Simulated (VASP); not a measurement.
Here is a VASP 6.6.1 calculation.

Contents of INCAR:

```
SYSTEM = AlRu
PREC = Accurate ; ENCUT = 600
EDIFF = 1E-6 ; ISMEAR = -1
SIGMA = 0.15 ; LREAL = .FALSE.
LASPH = .TRUE. ; NELM = 100
ALGO = Fast ; ISIF = 3
LWAVE = .FALSE. ; LCHARG = .FALSE.
GGA = PS ; IBRION = 2
NSW = 80 ; EDIFFG = -0.001
```

The input KPOINTS:

```
regular mesh
0
G
  14 14 14
  0 0 0
```

Contents of POSCAR:

```
AlRu
1.0
    2.9764078228      0.0000000000      0.0000000000
    0.0000000000      2.9764078228      0.0000000000
    0.0000000000      0.0000000000      2.9764078228
Al Ru
1 1
Direct
    0.0000000000      0.0000000000      0.0000000000
    0.5000000000      0.5000000000      0.5000000000
```

Potentials or basis: VASP PAW PBE potentials, release 64 (Al, Ru_pv).

The run is started by

```console
$ cat potpaw_PBE.64/Al/POTCAR potpaw_PBE.64/Ru_pv/POTCAR > POTCAR
$ mpirun -np 1 vasp_std > vasp.out
```

Q: Estimate the band gap on the k mesh.

A: Zero (an odd number of electrons rules out a gap without spin polarisation).

Q: Predict the space group after relaxing (to 0.1 Å).

A: Pm-3m (No. 221).

Q: What does it give for the relaxed volume?

A: 13.21 Å³/atom.

Q: Estimate the relaxed cell.

A: a = 2.978 Å, b = 2.978 Å, c = 2.978 Å, α = 90.00°, β = 90.00°, γ = 90.00°.

Final structure:
```cif
data_structure
_symmetry_space_group_name_H-M 'P 1'
_symmetry_Int_Tables_number 1
_cell_length_a 2.9784
_cell_length_b 2.9784
_cell_length_c 2.9784
_cell_angle_alpha 90.000
_cell_angle_beta 90.000
_cell_angle_gamma 90.000
_cell_volume 26.42
loop_
_atom_site_label
_atom_site_type_symbol
_atom_site_fract_x
_atom_site_fract_y
_atom_site_fract_z
_atom_site_occupancy
Al1 Al 0.00000 0.00000 0.00000 1
Ru1 Ru 0.50000 0.50000 0.50000 1
```

Caveat: the PAW data sets were made with another functional, which shifts forces and pressure a little.
